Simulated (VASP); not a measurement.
# C (P6_3/mmc) in VASP: a series of runs

The runs below take C through single point, with r2SCAN+D3(BJ).

Program: VASP 6.6.1. These are calculated values, not measurements. Logs are shortened: lines on timing, memory, paths and dates and some standing lists are left out, and cuts for length are marked.

## 1. The cell of the first run

It takes space group P6_3/mmc (No. 194, hexagonal). Conventional cell: a = 2.453 Å, b = 2.453 Å, c = 6.542 Å, α = 90.00°, β = 90.00°, γ = 120.00°. C (site symmetry -6m2) has 3 C at 1.42 Å within 1.9 Å. Within 1.9 Å of C (site symmetry -6m2) lie 3 C at 1.42 Å.

## 2. Single point, r2SCAN+D3(BJ) (8.52 Å³/atom)

POSCAR reads:

```
C
1.0
    2.4529236534      0.0000000000      0.0000000000
   -1.2264618267      2.1242941973      0.0000000000
    0.0000000000      0.0000000000      6.5419610590
C
4
Direct
    0.0000000000      0.0000000000      0.2500000000
    0.0000000000      0.0000000000      0.7500000000
    0.3333333333      0.6666666667      0.2500000000
    0.6666666667      0.3333333333      0.7500000000
```

INCAR.step1 reads:

```
PREC = Accurate
ENCUT = 520
ISMEAR = 0
SIGMA = 0.1
LREAL = F
LASPH = T
NELM = 60
NBANDS = 16
GGA = PE
ALGO = Normal
EDIFF = 1E-4
LWAVE = T
LCHARG = F
```

INCAR.step2 reads:

```
PREC = Accurate
ENCUT = 520
EDIFF = 1E-7
ISMEAR = 0
SIGMA = 0.1
LREAL = F
LASPH = T
NELM = 60
ALGO = Normal
ISIF = 2
LWAVE = F
LCHARG = T
METAGGA = R2SCAN
LMIXTAU = T
IVDW = 12
VDW_S6 = 1.0
VDW_S8 = 0.78981345
VDW_A1 = 0.49484001
VDW_A2 = 5.73083694
LELF = T
LVHAR = T
NBANDS = 16
ISTART = 1
```

KPOINTS reads:

```
Automatic mesh
0
Gamma
  21 21 6
```

Potentials or basis: VASP PAW PBE potentials, release 64 (C).

Run with:

```bash
$ cat potpaw_PBE.64/C/POTCAR > POTCAR
$ cp INCAR.step1 INCAR
$ mpirun -np 1 vasp_std > vasp.out
$ cp INCAR.step2 INCAR
$ mpirun -np 1 vasp_std > vasp.out
```

OUTCAR:

```text
PREC = Accurate
   ENCUT = 520
   EDIFF = 1E-7
   ISMEAR = 0
   LREAL = F
   LASPH = T
   NELM = 60
   ISIF = 2
   METAGGA = R2SCAN
   IVDW = 12
   ISTART = 1
 IVDW          = 12

 ion  position               nearest neighbor table
   1  0.000  0.000  0.250-   3 1.42   3 1.42   3 1.42
   2  0.000  0.000  0.750-   4 1.42   4 1.42   4 1.42
   3  0.333  0.667  0.250-   1 1.42   1 1.42   1 1.42
   4  0.667  0.333  0.750-   2 1.42   2 1.42   2 1.42

  LATTYP: Found a hexagonal cell.
 ALAT       =     2.4529236534
 C/A-ratio  =     2.6670055751

  Lattice vectors:

 A1 = (   2.4529236534,   0.0000000000,   0.0000000000)
 A2 = (  -1.2264618267,   2.1242941973,   0.0000000000)
 A3 = (   0.0000000000,   0.0000000000,   6.5419610590)

Analysis of symmetry for initial positions (statically):
=====================================================================
 Subroutine PRICEL returns:
 Original cell was already a primitive cell.

 Routine SETGRP: Setting up the symmetry group for a
 hexagonal supercell.

 Subroutine GETGRP returns: Found 24 space group operations
 (whereof 12 operations were pure point group operations)
 out of a pool of 24 trial point group operations.

The static configuration has the point symmetry D_3d.
 The point group associated with its full space group is D_6h.

Analysis of symmetry for dynamics (positions and initial velocities):
=====================================================================
 Subroutine PRICEL returns:
 Original cell was already a primitive cell.

 Routine SETGRP: Setting up the symmetry group for a
 hexagonal supercell.

 Subroutine GETGRP returns: Found 24 space group operations
 (whereof 12 operations were pure point group operations)
 out of a pool of 24 trial point group operations.

The dynamic configuration has the point symmetry D_3d.
 The point group associated with its full space group is D_6h.

 Subroutine INISYM returns: Found 24 space group operations
 (whereof 12 operations are pure point group operations),
 and found     1 'primitive' translations

----------------------------------------------------------------------------------------

                                     Primitive cell

  volume of cell :      34.0884

  direct lattice vectors                    reciprocal lattice vectors
     2.452923653  0.000000000  0.000000000     0.407676773  0.235372295  0.000000000
    -1.226461827  2.124294197  0.000000000     0.000000000  0.470744590  0.000000000
     0.000000000  0.000000000  6.541961059     0.000000000  0.000000000  0.152859363

  length of vectors
     2.452923653  2.452923653  6.541961059     0.470744590  0.470744590  0.152859363

  position of ions in fractional coordinates (direct lattice)
     0.000000000  0.000000000  0.250000000
     0.000000000  0.000000000  0.750000000
     0.333333333  0.666666667  0.250000000
     0.666666667  0.333333333  0.750000000

  ion indices of the primitive-cell ions
   primitive index   ion index
                 1           1
                 2           2
                 3           3
                 4           4

----------------------------------------------------------------------------------------

 KPOINTS: Automatic mesh

Automatic generation of k-mesh.
 Grid dimensions read from file:
 generate k-points for:   21   21    6

 Generating k-lattice:

  Cartesian coordinates                     Fractional coordinates (reciprocal lattice)
     0.019413180  0.011208205  0.000000000     0.047619048  0.000000000  0.000000000
     0.000000000  0.022416409  0.000000000     0.000000000  0.047619048  0.000000000
     0.000000000  0.000000000  0.025476560     0.000000000  0.000000000  0.166666667

  Length of vectors
     0.022416409  0.022416409  0.025476560

  Shift w.r.t. Gamma in fractional coordinates (k-lattice)
     0.000000000  0.000000000  0.000000000

 Subroutine IBZKPT returns following result:
 ===========================================

 Found    192 irreducible k-points:

 Following reciprocal coordinates:
            Coordinates               Weight
  0.000000  0.000000  0.000000      1.000000
  0.047619  0.000000  0.000000      6.000000
  0.095238  0.000000  0.000000      6.000000
  0.142857  0.000000  0.000000      6.000000
  0.190476  0.000000  0.000000      6.000000
  0.238095 -0.000000  0.000000      6.000000
[... 16 lines left out ...]
  0.142857  0.095238  0.000000     12.000000
  0.190476  0.095238  0.000000     12.000000
 [... further k-points ...]
   k-points           NKPTS =    192   k-points in BZ     NKDIM =    192   number of bands    NBANDS=     16
   number of dos      NEDOS =    301   number of ions     NIONS =      4
   total plane-waves  NPLWV =  16200
   dimension x,y,z NGX =    18 NGY =   18 NGZ =   50
   dimension x,y,z NGXF=    36 NGYF=   36 NGZF=  100
   ions per type =               4
   NGX,Y,Z   is equivalent  to a cutoff of  12.20, 12.20, 12.71 a.u.
   NGXF,Y,Z  is equivalent  to a cutoff of  24.40, 24.40, 25.41 a.u.
 SYSTEM =  unknown system
   PREC   = accura    normal or accurate (medium, high low for compatibility)
   ISTART =      1    job   : 0-new  1-cont  2-samecut
   ICHARG =      0    charge: 1-file 2-atom 10-const
   ISPIN  =      1    spin polarized calculation?
   LNONCOLLINEAR =      F non collinear calculations
   LSORBIT =      F    spin-orbit coupling
   LASPH  =      T    aspherical Exc in radial PAW
   ENCUT  =  520.0 eV  38.22 Ry    6.18 a.u.   4.56  4.56 12.16*2*pi/ulx,y,z
   NELM   =     60;   NELMIN=  2; NELMDL=  0     # of ELM steps
   EDIFF  = 0.1E-06   stopping-criterion for ELM
   LREAL  =      F    real-space projection
   EDIFFG = 0.1E-05   stopping-criterion for IOM
   NSW    =      0    number of steps for IOM
   IBRION =     -1    ionic relax: 0-MD 1-quasi-New 2-CG
   NFREE  =      0    steps in history (QN), initial steepest desc. (CG)
   ISIF   =      2    stress and relaxation
   ISYM   =      2    0-nonsym 1-usesym 2-fastsym
   POTIM  = 0.5000    time-step for ionic-motion
   TEBEG  =    0.0;   TEEND  =   0.0 temperature during run
   PSTRESS=    0.0 pullay stress
   NELECT =      16.0000    total number of electrons
   NUPDOWN=      -1.0000    fix difference up-down
   EMIN   =  10.00;   EMAX   =-10.00  energy-range for DOS
   EFERMI =   0.00;   METHOD = LEGACY
   ISMEAR =     0;   SIGMA  =   0.10  broadening in eV -4-tet -1-fermi 0-gaus
   EFERMI_NEDOS =   21; number of points for ismear=-14 and -15
   IALGO  =     38    algorithm
   IMIX   =      4    mixing-type and parameters
     AMIX     =   0.40;   BMIX     =  1.00
     AMIX_MAG =   1.60;   BMIX_MAG =  1.00
  volume/ion in A,a.u.               =       8.52        57.51
  Fermi-wavevector in a.u.,A,eV,Ry     =   1.272270  2.404242 22.023354  1.618671
  Thomas-Fermi vector in A             =   2.405158
   LORBIT       =      0    0 simple, 1 ext, 2 COOP (PROOUT), +10 PAW based schemes
   METAGGA = R2SCAN    functional components
   LHFCALC =     F    Hartree Fock is set to
   AEXX    =    0.0000 exact exchange contribution
   IVDW    =    12    specifies the selected vdW correction
   LEPSILON=     F    determine dielectric tensor
   LRPA    =     F    only Hartree local field effects (RPA)
 non-spin polarized calculation
 Gauss-broadening in eV      SIGMA  =   0.10
  energy-cutoff  :      520.00
  volume of cell :       34.09
 maximum number of plane-waves:       940
   NGX =  9   NGY =  9   NGZ = 25

 number of electron      15.9999995 magnetization

 Free energy of the ion-electron system (eV)
  ---------------------------------------------------
  ext. energy  EPLUGINS =         0.00000000
  ---------------------------------------------------
  free energy    TOTEN  =       -39.73176539 eV

  energy without entropy =      -39.73118293  energy(sigma->0) =      -39.73147416

 E-fermi :   4.9272     XC(G=0): -11.3335

 val. band max:        4.9137801978   @ k =   0.3333   0.3333   0.1667
 cond. band min:       4.9369469538   @ k =   0.3333   0.3333   0.3333
 fundamental gap:      0.0231667560
 Fermi energy:         4.9272063208

 k-point     1 :       0.0000    0.0000    0.0000
  band No.  band energies     occupation
      1     -16.0910      2.00000
      2     -15.7312      2.00000
      3      -4.2363      2.00000
      4      -1.9529      2.00000
      5       1.7440      2.00000
      6       1.7440      2.00000
[... 8 lines left out ...]
     15      17.3824      0.00000
     16      17.6583      0.00000

 k-point     2 :       0.0476    0.0000    0.0000
  band No.  band energies     occupation
      1     -16.0334      2.00000
      2     -15.6746      2.00000
      3      -4.1664      2.00000
      4      -1.8874      2.00000
      5       1.5012      2.00000
      6       1.5333      2.00000
[... 8 lines left out ...]
     15      17.1685      0.00000
     16      17.4522      0.00000

 k-point     3 :       0.0952    0.0000    0.0000
  band No.  band energies     occupation
      1     -15.8606      2.00000
      2     -15.5051      2.00000
      3      -3.9573      2.00000
      4      -1.6915      2.00000
      5       0.8230      2.00000
      6       0.8724      2.00000
[... 8 lines left out ...]
     15      16.8526      0.00000
     16      17.0143      0.00000

 k-point     4 :       0.1429    0.0000    0.0000
  band No.  band energies     occupation
      1     -15.5733      2.00000
      2     -15.2232      2.00000
      3      -3.6103      2.00000
      4      -1.3676      2.00000
      5      -0.1776      2.00000
      6      -0.1062      2.00000
[... 8 lines left out ...]
     15      15.9551      0.00000
     16      17.2437      0.00000
[... 324 lines left out ...]
 k-point    22 :       0.0952    0.0952    0.0000
  band No.  band energies     occupation
      1     -15.4013      2.00000
      2     -15.0545      2.00000
      3      -3.4029      2.00000
      4      -1.1745      2.00000
      5      -0.5392      2.00000
      6      -0.4927      2.00000
[... 8 lines left out ...]
     15      15.7933      0.00000
     16      17.3534      0.00000

 k-point    23 :       0.1429    0.0952    0.0000
  band No.  band energies     occupation
      1     -15.0013      2.00000
      2     -14.6621      2.00000
      3      -2.9221      2.00000
      4      -1.5630      2.00000
      5      -1.4940      2.00000
      6      -0.7290      2.00000
[... 8 lines left out ...]
     15      16.6235      0.00000
     16      17.6367      0.00000

 k-point    24 :       0.1905    0.0952    0.0000
  band No.  band energies     occupation
      1     -14.4900      2.00000
      2     -14.1605      2.00000
      3      -2.7561      2.00000
      4      -2.6541      2.00000
      5      -2.3106      2.00000
      6      -0.9390      2.00000
[... 8 lines left out ...]
     15      17.8064      0.00000
     16      17.9680      0.00000

 [... further k-points ...]

------------------------ aborting loop because EDIFF is reached ----------------------------------------

 Edisp (eV)   -0.31304

 E8    (eV) :    -0.0655

  FORCE on cell =-STRESS in cart. coord.  units (eV):
  Direction    XX          YY          ZZ          XY          YZ          ZX
  --------------------------------------------------------------------------------------
  -------------------------------------------------------------------------------------
  Total       0.51138     0.51138     0.25265     0.00000    -0.00000     0.00000
  in kB      24.03510    24.03510    11.87495     0.00000    -0.00000     0.00000
  external pressure =       19.98 kB  Pullay stress =        0.00 kB

 VOLUME and BASIS-vectors are now :
 -----------------------------------------------------------------------------
  energy-cutoff  :      520.00
  volume of cell :       34.09
      direct lattice vectors                 reciprocal lattice vectors
     2.452923653  0.000000000  0.000000000     0.407676773  0.235372295  0.000000000
    -1.226461827  2.124294197  0.000000000     0.000000000  0.470744590  0.000000000
     0.000000000  0.000000000  6.541961059     0.000000000  0.000000000  0.152859363

 POSITION                                       TOTAL-FORCE (eV/Angst)
 -----------------------------------------------------------------------------------
      0.00000      0.00000      1.63549         0.000000     -0.000000     -0.000000
      0.00000      0.00000      4.90647        -0.000000      0.000000      0.000000
     -0.00000      1.41620      1.63549        -0.000000     -0.000000     -0.000000
      1.22646      0.70810      4.90647         0.000000      0.000000      0.000000
 -----------------------------------------------------------------------------------
    total drift:                                0.000000     -0.000000      0.000000

  FREE ENERGIE OF THE ION-ELECTRON SYSTEM (eV)
  ---------------------------------------------------
  free  energy   TOTEN  =       -40.0448092685 eV

  energy  without entropy=      -40.0442268122  energy(sigma->0) =      -40.04451804
```

Wall time 3.4 min (1 thread of AMD EPYC 9R45 (Zen 5), shared host); peak memory 0.18 GiB.

Results:

```yaml
Free_energy: -40.0448 eV
Pressure: 2.0 GPa
Band_gap_on_the_k_mesh: zero (bands 8 and 9 overlap by 0.04 eV)
Dispersion_energy_per_atom: -0.078 eV
```

Stress tensor (GPa, compression positive):
```
2.40 0.00 0.00
0.00 2.40 0.00
0.00 0.00 1.19
```

Caveat: the PAW data sets were made with another functional, which shifts forces and pressure a little.

## 3. Single point, r2SCAN+D3(BJ)

This run uses another cell than the first one, of 8.79 Å³/atom.

POSCAR reads:

```
C
1.0
    2.4554526347      0.0000000000      0.0000000000
   -1.2277263174      2.1264843595      0.0000000000
    0.0000000000      0.0000000000      6.7304044097
C
4
Direct
    0.0000000000      0.0000000000      0.2500000000
    0.0000000000      0.0000000000      0.7500000000
    0.3333333333      0.6666666667      0.2500000000
    0.6666666667      0.3333333333      0.7500000000
```

INCAR.step1 reads:

```
SYSTEM = C
  PREC = Accurate
  ENCUT = 520
  ISMEAR = 0
  SIGMA = 0.1
  LREAL = .False.
  LASPH = .True.
  NELM = 60
  NBANDS = 16
  GGA = PE
  ALGO = Normal
  EDIFF = 1E-4
  LWAVE = .True.
  LCHARG = .False.
```

INCAR.step2 reads:

```
SYSTEM = C
  PREC = Accurate
  ENCUT = 520
  EDIFF = 1E-7
  ISMEAR = 0
  SIGMA = 0.1
  LREAL = .False.
  LASPH = .True.
  NELM = 60
  ALGO = Normal
  ISIF = 2
  LWAVE = .False.
  LCHARG = .True.
  METAGGA = R2SCAN
  LMIXTAU = .True.
  IVDW = 12
  VDW_S6 = 1.0
  VDW_S8 = 0.78981345
  VDW_A1 = 0.49484001
  VDW_A2 = 5.73083694
  LELF = .True.
  LVHAR = .True.
  NBANDS = 16
  ISTART = 1
```

KPOINTS reads:

```
regular mesh
0
Gamma
  21 21 6
  0 0 0
```

Potentials or basis: VASP PAW PBE potentials, release 64 (C).

Run with:

```bash
$ cat potpaw_PBE.64/C/POTCAR > POTCAR
$ cp INCAR.step1 INCAR
$ mpirun -np 1 vasp_std > vasp.out
$ cp INCAR.step2 INCAR
$ mpirun -np 1 vasp_std > vasp.out
```

Run time: 3.4 min. Hardware: 1 thread of AMD EPYC 9R45 (Zen 5), shared host; peak memory 0.18 GiB.

The run converged. Its results:

| Property | Result |
| --- | --- |
| Free energy | -40.0495 eV |
| Pressure | 0.7 GPa |
| Band gap on the k mesh | zero (bands 8 and 9 overlap by 0.03 eV) |
| Dispersion energy per atom | -0.076 eV |

Stress tensor (GPa, compression positive):
```
 1.07  0.00  0.00
 0.00  1.07  0.00
 0.00  0.00 -0.10
```

Levels at points of the mesh, in eV from the Fermi level:
| k point | band 6 | band 7 | band 8 | band 9 | band 10 | band 11 |
| --- | --- | --- | --- | --- | --- | --- |
| (0.00, 0.00, 0.00) | -3.19 | -3.18 | -3.18 | 4.42 | 8.73 | 8.73 |
| (0.00, 0.00, 0.50) | -3.19 | -3.19 | -3.19 | 7.18 | 7.18 | 8.76 |

Caveat: the PAW data sets were made with another functional, which shifts forces and pressure a little.

## 4. Single point, r2SCAN+D3(BJ)

This run uses another cell than the first one, of 8.79 Å³/atom.

POSCAR is that of step 3.

INCAR.step1 reads:

```
PREC = Accurate
ENCUT = 520
ISMEAR = 0
SIGMA = 0.1
LREAL = False
LASPH = True
NELM = 60
NBANDS = 16
GGA = PE
ALGO = Normal
EDIFF = 1E-4
LWAVE = True
LCHARG = False
```

INCAR.step2 reads:

```
PREC = Accurate
ENCUT = 520
EDIFF = 1E-6
ISMEAR = 0
SIGMA = 0.1
LREAL = False
LASPH = True
NELM = 60
ALGO = Normal
ISIF = 2
LWAVE = False
LCHARG = False
METAGGA = R2SCAN
LMIXTAU = True
IVDW = 12
VDW_S6 = 1.0
VDW_S8 = 0.78981345
VDW_A1 = 0.49484001
VDW_A2 = 5.73083694
NBANDS = 16
ISTART = 1
```

KPOINTS reads:

```
regular mesh
0
Gamma
  21 21 6
```

Run with:

```bash
$ cat potpaw_PBE.64/C/POTCAR > POTCAR
$ cp INCAR.step1 INCAR
$ mpirun -np 1 vasp_std > vasp.out
$ cp INCAR.step2 INCAR
$ mpirun -np 1 vasp_std > vasp.out
```

Run time: 2.9 min. Hardware: 1 thread of AMD EPYC 9R45 (Zen 5), shared host; peak memory 0.18 GiB.

The run converged. Its results:

```yaml
Free_energy: -40.0495 eV
Pressure: 0.7 GPa
Band_gap_on_the_k_mesh: zero (bands 8 and 9 overlap by 0.03 eV)
Dispersion_energy_per_atom: -0.076 eV
```

Stress tensor (GPa, compression positive):
```
 1.07  0.00  0.00
 0.00  1.07  0.00
 0.00  0.00 -0.11
```

Levels at points of the mesh, in eV from the Fermi level:
| k point | band 6 | band 7 | band 8 | band 9 | band 10 | band 11 |
| --- | --- | --- | --- | --- | --- | --- |
| (0.00, 0.00, 0.00) | -3.19 | -3.18 | -3.18 | 4.42 | 8.73 | 8.73 |
| (0.00, 0.00, 0.50) | -3.19 | -3.19 | -3.19 | 7.18 | 7.18 | 8.76 |

Caveat: the PAW data sets were made with another functional, which shifts forces and pressure a little.

(Continued in part 2 of 2.)
